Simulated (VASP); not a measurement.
## GaN: single point with PBE

The system is GaN.

```xyz
2
Lattice="0.0000 2.2490 2.2490 2.2377 0.0000 2.2490 2.2377 2.2490 0.0000" Properties=species:S:1:pos:R:3 pbc="T T T"
Ga    0.0000    0.0000    0.0000
N     1.1189    1.1245    1.1245
```

This cell differs from its parent crystal: uniaxial x strain -0.5%.

| Property | Result |
| --- | --- |
| Program | VASP 6.6.1 |
| Task | single point |
| Functional | PBE |
| Potentials or basis | VASP PAW PBE potentials, release 64 (Ga_d, N) |
| Cutoff | 520 eV |
| k mesh | 10 × 10 × 10 |
| Occupations | fermi-dirac, width 0.02 eV |
| Spin | no spin polarisation |
| Dipole correction | no |
| Further INCAR settings | ALGO = Normal; EDIFF = 1e-06; NBANDS = 16 |

The pressure is 7.3 GPa and the band gap on the k mesh is 1.78 eV, direct.

Stress tensor (GPa, compression positive):
```
7.67 0.00 0.00
0.00 7.08 0.00
0.00 0.00 7.08
```

Levels at points of the mesh, in eV from the valence-band top:
```
           k point  band 7  band 8  band 9  band 10  band 11  band 12
(0.00, 0.00, 0.00)   -0.02   -0.02    0.00     1.78    10.35    10.36
(0.50, 0.00, 0.00)   -7.12   -1.02   -0.98     4.70     8.77    10.37
(0.50, 0.50, 0.00)   -6.20   -2.74   -2.74     3.35     6.74    11.75
(0.00, 0.50, 0.50)   -6.15   -2.78   -2.78     3.32     6.66    11.82
```

It took 56 s on 1 thread of AMD EPYC 7R13, on a shared host, peak memory 0.13 GiB.

Caveat: the cell differs from its parent crystal (uniaxial x strain -0.5%).
